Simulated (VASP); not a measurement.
# YN (Fm-3m) in VASP: further runs

Runs on YN. Level: LDA. Tasks: single point.

All numbers are computed with VASP 6.6.1; they aren't measurements. Logs are shortened: lines on timing, memory, paths and dates and some standing lists are left out, and cuts for length are marked.

**1. The cell of the first run**

Symmetry: Fm-3m, No. 225, cubic system. Conventional cell: a = 4.800 Å, b = 4.800 Å, c = 4.800 Å, α = 90.00°, β = 90.00°, γ = 90.00°. Y (site symmetry m-3m) has 6 N at 2.40 Å within 3.2 Å. N (site symmetry m-3m) has 6 Y at 2.40 Å within 3.2 Å.

**2. Single point, LDA**

INCAR

```
SYSTEM = YN
PREC = Accurate
ENCUT = 600
EDIFF = 1E-6
ISMEAR = 0
SIGMA = 0.05
LREAL = .False.
LASPH = .True.
NELM = 120
ALGO = Normal
ISIF = 2
LWAVE = .False.
LCHARG = .False.
GGA = CA
NBANDS = 15
GGA_COMPAT = .False.
```

KPOINTS

```
regular mesh
0
Gamma
  6 6 6
  0 0 0
```

POSCAR

```
YN
1.0
    0.0000000000      2.4000000000      2.4000000000
    2.4000000000      0.0000000000      2.4000000000
    2.4000000000      2.4000000000      0.0000000000
Y N
1 1
Direct
    0.0000000000      0.0000000000      0.0000000000
    0.5000000000      0.5000000000      0.5000000000
```

Potentials or basis: VASP PAW LDA potentials, release 64 (Y_sv, N).

Launch:

```console
$ cat potpaw_LDA.64/Y_sv/POTCAR potpaw_LDA.64/N/POTCAR > POTCAR
$ mpirun -np 1 vasp_std > vasp.out
```

OUTCAR:

```text
SYSTEM = YN
   PREC = Accurate
   ENCUT = 600
   EDIFF = 1E-6
   ISMEAR = 0
   LREAL = .False.
   LASPH = .True.
   NELM = 120
   ISIF = 2
   GGA = CA

 ion  position               nearest neighbor table
   1  0.000  0.000  0.000-   2 2.40   2 2.40   2 2.40   2 2.40   2 2.40   2 2.40
   2  0.500  0.500  0.500-   1 2.40   1 2.40   1 2.40   1 2.40   1 2.40   1 2.40

  LATTYP: Found a face centered cubic cell.
 ALAT       =     4.8000000000

  Lattice vectors:

 A1 = (   0.0000000000,   2.4000000000,   2.4000000000)
 A2 = (   2.4000000000,   0.0000000000,   2.4000000000)
 A3 = (   2.4000000000,   2.4000000000,   0.0000000000)

Analysis of symmetry for initial positions (statically):
=====================================================================
 Subroutine PRICEL returns:
 Original cell was already a primitive cell.

 Routine SETGRP: Setting up the symmetry group for a
 face centered cubic supercell.

 Subroutine GETGRP returns: Found 48 space group operations
 (whereof 48 operations were pure point group operations)
 out of a pool of 48 trial point group operations.

The static configuration has the point symmetry O_h .

Analysis of symmetry for dynamics (positions and initial velocities):
=====================================================================
 Subroutine PRICEL returns:
 Original cell was already a primitive cell.

 Routine SETGRP: Setting up the symmetry group for a
 face centered cubic supercell.

 Subroutine GETGRP returns: Found 48 space group operations
 (whereof 48 operations were pure point group operations)
 out of a pool of 48 trial point group operations.

The dynamic configuration has the point symmetry O_h .

 Subroutine INISYM returns: Found 48 space group operations
 (whereof 48 operations are pure point group operations),
 and found     1 'primitive' translations

----------------------------------------------------------------------------------------

                                     Primitive cell

  volume of cell :      27.6480

  direct lattice vectors                    reciprocal lattice vectors
     0.000000000  2.400000000  2.400000000    -0.208333333  0.208333333  0.208333333
     2.400000000  0.000000000  2.400000000     0.208333333 -0.208333333  0.208333333
     2.400000000  2.400000000  0.000000000     0.208333333  0.208333333 -0.208333333

  length of vectors
     3.394112550  3.394112550  3.394112550     0.360843918  0.360843918  0.360843918

  position of ions in fractional coordinates (direct lattice)
     0.000000000  0.000000000  0.000000000
     0.500000000  0.500000000  0.500000000

  ion indices of the primitive-cell ions
   primitive index   ion index
                 1           1
                 2           2

----------------------------------------------------------------------------------------

 KPOINTS: regular mesh

Automatic generation of k-mesh.
 Grid dimensions read from file:
 generate k-points for:    6    6    6

 Generating k-lattice:

  Cartesian coordinates                     Fractional coordinates (reciprocal lattice)
    -0.034722222  0.034722222  0.034722222     0.166666667  0.000000000  0.000000000
     0.034722222 -0.034722222  0.034722222     0.000000000  0.166666667  0.000000000
     0.034722222  0.034722222 -0.034722222     0.000000000  0.000000000  0.166666667

  Length of vectors
     0.060140653  0.060140653  0.060140653

  Shift w.r.t. Gamma in fractional coordinates (k-lattice)
     0.000000000  0.000000000  0.000000000

 Subroutine IBZKPT returns following result:
 ===========================================

 Found     16 irreducible k-points:

 Following reciprocal coordinates:
            Coordinates               Weight
  0.000000  0.000000  0.000000      1.000000
  0.166667  0.000000  0.000000      8.000000
  0.333333  0.000000  0.000000      8.000000
  0.500000  0.000000  0.000000      4.000000
  0.166667  0.166667  0.000000      6.000000
  0.333333  0.166667  0.000000     24.000000
[... 8 lines left out ...]
 -0.333333  0.333333  0.166667     24.000000
 -0.333333  0.500000  0.166667     12.000000
   k-points           NKPTS =     16   k-points in BZ     NKDIM =     16   number of bands    NBANDS=     15
   number of dos      NEDOS =    301   number of ions     NIONS =      2
   total plane-waves  NPLWV =  21952
   dimension x,y,z NGX =    28 NGY =   28 NGZ =   28
   dimension x,y,z NGXF=    56 NGYF=   56 NGZF=   56
   ions per type =               1   1
   NGX,Y,Z   is equivalent  to a cutoff of  13.71, 13.71, 13.71 a.u.
   NGXF,Y,Z  is equivalent  to a cutoff of  27.43, 27.43, 27.43 a.u.
 SYSTEM =  YN
   PREC   = accura    normal or accurate (medium, high low for compatibility)
   ISTART =      0    job   : 0-new  1-cont  2-samecut
   ICHARG =      2    charge: 1-file 2-atom 10-const
   ISPIN  =      1    spin polarized calculation?
   LNONCOLLINEAR =      F non collinear calculations
   LSORBIT =      F    spin-orbit coupling
   LASPH  =      T    aspherical Exc in radial PAW
   ENCUT  =  600.0 eV  44.10 Ry    6.64 a.u.   6.78  6.78  6.78*2*pi/ulx,y,z
   NELM   =    120;   NELMIN=  2; NELMDL= -5     # of ELM steps
   EDIFF  = 0.1E-05   stopping-criterion for ELM
   LREAL  =      F    real-space projection
   EDIFFG = 0.1E-04   stopping-criterion for IOM
   NSW    =      0    number of steps for IOM
   IBRION =     -1    ionic relax: 0-MD 1-quasi-New 2-CG
   NFREE  =      0    steps in history (QN), initial steepest desc. (CG)
   ISIF   =      2    stress and relaxation
   ISYM   =      2    0-nonsym 1-usesym 2-fastsym
   POTIM  = 0.5000    time-step for ionic-motion
   TEBEG  =    0.0;   TEEND  =   0.0 temperature during run
   PSTRESS=    0.0 pullay stress
   NELECT =      16.0000    total number of electrons
   NUPDOWN=      -1.0000    fix difference up-down
   EMIN   =  10.00;   EMAX   =-10.00  energy-range for DOS
   EFERMI =   0.00;   METHOD = LEGACY
   ISMEAR =     0;   SIGMA  =   0.05  broadening in eV -4-tet -1-fermi 0-gaus
   EFERMI_NEDOS =   21; number of points for ismear=-14 and -15
   IALGO  =     38    algorithm
   IMIX   =      4    mixing-type and parameters
     AMIX     =   0.40;   BMIX     =  1.00
     AMIX_MAG =   1.60;   BMIX_MAG =  1.00
  volume/ion in A,a.u.               =      13.82        93.29
  Fermi-wavevector in a.u.,A,eV,Ry     =   1.364249  2.578056 25.322821  1.861175
  Thomas-Fermi vector in A             =   2.490581
   LORBIT       =      0    0 simple, 1 ext, 2 COOP (PROOUT), +10 PAW based schemes
   GGA     = CA    functional components
   LHFCALC =     F    Hartree Fock is set to
   AEXX    =    0.0000 exact exchange contribution
   IVDW    =     0    specifies the selected vdW correction
   LEPSILON=     F    determine dielectric tensor
   LRPA    =     F    only Hartree local field effects (RPA)
 non-spin polarized calculation
 Gauss-broadening in eV      SIGMA  =   0.05
  energy-cutoff  :      600.00
  volume of cell :       27.65
 maximum number of plane-waves:       941
   NGX = 13   NGY = 13   NGZ = 13

 number of electron      16.0000000 magnetization

 Free energy of the ion-electron system (eV)
  ---------------------------------------------------
  ext. energy  EPLUGINS =         0.00000000
  ---------------------------------------------------
  free energy    TOTEN  =       -19.87352651 eV

  energy without entropy =      -19.87276037  energy(sigma->0) =      -19.87314344

 E-fermi :   4.2683     XC(G=0): -11.8533

 val. band max:        4.2607502065   @ k =   0.5000   0.5000   0.0000
 cond. band min:       4.2757602899   @ k =   0.0000   0.0000   0.0000
 fundamental gap:      0.0150100834
 Fermi energy:         4.2682554712

 k-point     1 :       0.0000    0.0000    0.0000
  band No.  band energies     occupation
      1     -36.0343      2.00000
      2     -15.7484      2.00000
      3     -15.7484      2.00000
      4     -15.7484      2.00000
      5      -8.5607      2.00000
      6       4.2758      0.83190
      7       4.2758      0.83188
      8       4.2758      0.83188
      9       7.4080      0.00000
     10       7.4080      0.00000
     11       7.4080      0.00000
     12       8.9410      0.00000
     13       9.5730      0.00000
     14       9.5730      0.00000
     15      15.1907      0.00000

 k-point     2 :       0.1667    0.0000    0.0000
  band No.  band energies     occupation
      1     -35.9951      2.00000
      2     -16.1509      2.00000
      3     -15.7739      2.00000
      4     -15.7739      2.00000
      5      -8.0186      2.00000
      6       2.8155      2.00000
      7       3.4162      2.00000
      8       3.4162      2.00000
      9       7.6438      0.00000
     10       8.0992      0.00000
     11       8.0992      0.00000
     12      10.2887      0.00000
     13      10.9470      0.00000
     14      10.9470      0.00000
     15      16.9634      0.00000

 k-point     3 :       0.3333    0.0000    0.0000
  band No.  band energies     occupation
      1     -35.9155      2.00000
      2     -16.8435      2.00000
      3     -15.8240      2.00000
      4     -15.8240      2.00000
      5      -6.9910      2.00000
      6       0.8333      2.00000
      7       2.2854      2.00000
      8       2.2854      2.00000
      9       8.6549      0.00000
     10       9.7489      0.00000
     11       9.7489      0.00000
     12      11.9428      0.00000
     13      13.4846      0.00000
     14      13.4846      0.00000
     15      18.8347      0.00000

 k-point     4 :       0.5000    0.0000    0.0000
  band No.  band energies     occupation
      1     -35.8751      2.00000
      2     -17.1508      2.00000
      3     -15.8486      2.00000
      4     -15.8486      2.00000
      5      -6.4677      2.00000
      6      -0.0157      2.00000
      7       1.8521      2.00000
      8       1.8521      2.00000
      9      10.2103      0.00000
     10      10.9334      0.00000
     11      10.9334      0.00000
     12      11.3155      0.00000
     13      15.0773      0.00000
     14      15.0773      0.00000
     15      18.3153      0.00000
[... 163 lines left out ...]
 k-point    14 :       0.5000    0.3333    0.1667
  band No.  band energies     occupation
      1     -35.8636      2.00000
      2     -16.7347      2.00000
      3     -16.2075      2.00000
      4     -15.9786      2.00000
      5      -7.3177      2.00000
      6       1.4004      2.00000
      7       2.4849      2.00000
      8       2.9364      2.00000
      9       7.0270      0.00000
     10      10.5888      0.00000
     11      11.2826      0.00000
     12      11.6145      0.00000
     13      13.6025      0.00000
     14      15.5128      0.00000
     15      17.8854      0.00000

 k-point    15 :      -0.3333    0.3333    0.1667
  band No.  band energies     occupation
      1     -35.8370      2.00000
      2     -16.7548      2.00000
      3     -16.3353      2.00000
      4     -16.0622      2.00000
      5      -7.2759      2.00000
      6       1.4398      2.00000
      7       2.5593      2.00000
      8       2.5858      2.00000
      9       8.5614      0.00000
     10       8.7711      0.00000
     11      11.9606      0.00000
     12      12.5756      0.00000
     13      14.0536      0.00000
     14      16.7989      0.00000
     15      17.2462      0.00000

 k-point    16 :      -0.3333    0.5000    0.1667
  band No.  band energies     occupation
      1     -35.8245      2.00000
      2     -16.6468      2.00000
      3     -16.3224      2.00000
      4     -16.2396      2.00000
      5      -7.6830      2.00000
      6       2.4265      2.00000
      7       2.7950      2.00000
      8       2.9239      2.00000
      9       6.6589      0.00000
     10      10.1370      0.00000
     11      12.0495      0.00000
     12      12.6397      0.00000
     13      13.3530      0.00000
     14      16.6470      0.00000
     15      16.9034      0.00000

------------------------ aborting loop because EDIFF is reached ----------------------------------------

  FORCE on cell =-STRESS in cart. coord.  units (eV):
  Direction    XX          YY          ZZ          XY          YZ          ZX
  --------------------------------------------------------------------------------------
  -------------------------------------------------------------------------------------
  Total        0.4389846      0.4389846      0.4389846     -0.0000000      0.0000000      0.0000000
  in kB       25.4387699     25.4387699     25.4387699     -0.0000000      0.0000000      0.0000000
  external PRESSURE =      25.4387699 kB  Pullay stress =       0.0000000 kB

 VOLUME and BASIS-vectors are now :
 -----------------------------------------------------------------------------
  energy-cutoff  :      600.00
  volume of cell :       27.65
      direct lattice vectors                 reciprocal lattice vectors
     0.000000000  2.400000000  2.400000000    -0.208333333  0.208333333  0.208333333
     2.400000000  0.000000000  2.400000000     0.208333333 -0.208333333  0.208333333
     2.400000000  2.400000000  0.000000000     0.208333333  0.208333333 -0.208333333

 POSITION                                       TOTAL-FORCE (eV/Angst)
 -----------------------------------------------------------------------------------
      0.00000      0.00000      0.00000         0.000000      0.000000      0.000000
      2.40000      2.40000      2.40000        -0.000000     -0.000000     -0.000000
 -----------------------------------------------------------------------------------
    total drift:                                0.000000      0.000000      0.000000

  FREE ENERGIE OF THE ION-ELECTRON SYSTEM (eV)
  ---------------------------------------------------
  free  energy   TOTEN  =       -19.8735265111 eV

  energy  without entropy=      -19.8727603728  energy(sigma->0) =      -19.87314344
```

Wall time 7.6 s (1 thread of Intel Xeon 6975P-C (Granite Rapids), shared host); peak memory 0.16 GiB.

Results:

```yaml
Free_energy: -19.8735 eV
Pressure: 2.5 GPa
Band_gap_on_the_k_mesh: zero (band 8 reaches 4.28 eV, above the bottom of band 9 at 4.26 eV)
```

Caveat: the k points lie up to 0.38 Å⁻¹ apart.

**3. Single point, LDA**

This run uses another cell than the first one, of 14.11 Å³/atom, 1.020 times its volume.

INCAR

```
PREC     = Accurate       # precision mode
ENCUT    = 600            # plane-wave cutoff, eV
EDIFF    = 1E-6           # SCF threshold, eV
ISMEAR   = 0              # smearing method
SIGMA    = 0.05           # smearing width, eV
LREAL    = False          # projectors in reciprocal space
LASPH    = True           # aspherical terms in the spheres
NELM     = 120            # most SCF steps
ALGO     = Normal         # electronic algorithm
ISIF     = 2              # what is computed and relaxed
LWAVE    = False          # write WAVECAR
LCHARG   = False          # write CHGCAR
NBANDS   = 15             # bands
GGA_COMPAT= False
```

KPOINTS

```
Automatic mesh
0
Gamma
  6 6 6
```

POSCAR

```
YN
1.0
    0.0000000000      2.4161614130      2.4161614130
    2.4161614130      0.0000000000      2.4161614130
    2.4161614130      2.4161614130      0.0000000000
Y N
1 1
Direct
    0.0000000000      0.0000000000      0.0000000000
    0.5000000000      0.5000000000      0.5000000000
```

Potentials or basis: VASP PAW LDA potentials, release 64 (Y_sv, N).

Launch:

```console
$ cat potpaw_LDA.64/Y_sv/POTCAR potpaw_LDA.64/N/POTCAR > POTCAR
$ mpirun -np 1 vasp_std > vasp.out
```

It took 5.6 s on 1 thread of Intel Xeon 6975P-C (Granite Rapids), shared host; peak memory 0.16 GiB.

Results (log left out):

| Property | Result |
| --- | --- |
| Free energy | -19.8763 eV |
| Pressure | -1.1 GPa |
| Band gap on the k mesh | 0.02 eV, indirect (least direct gap 0.37 eV) |

Levels at points of the mesh, in eV from the valence-band top:
```csv
k point,band 5,band 6,band 7,band 8,band 9,band 10,band 11,band 12
"(0.00, 0.00, 0.00)",-12.79,0.00,0.00,0.00,3.10,3.10,3.10,4.47
"(0.50, 0.00, 0.00)",-10.79,-4.24,-2.37,-2.37,5.82,6.53,6.53,6.90
"(0.50, 0.50, 0.00)",-12.35,-1.41,-0.35,-0.35,0.02,7.06,7.62,8.17
```

A k mesh can miss the band edges.
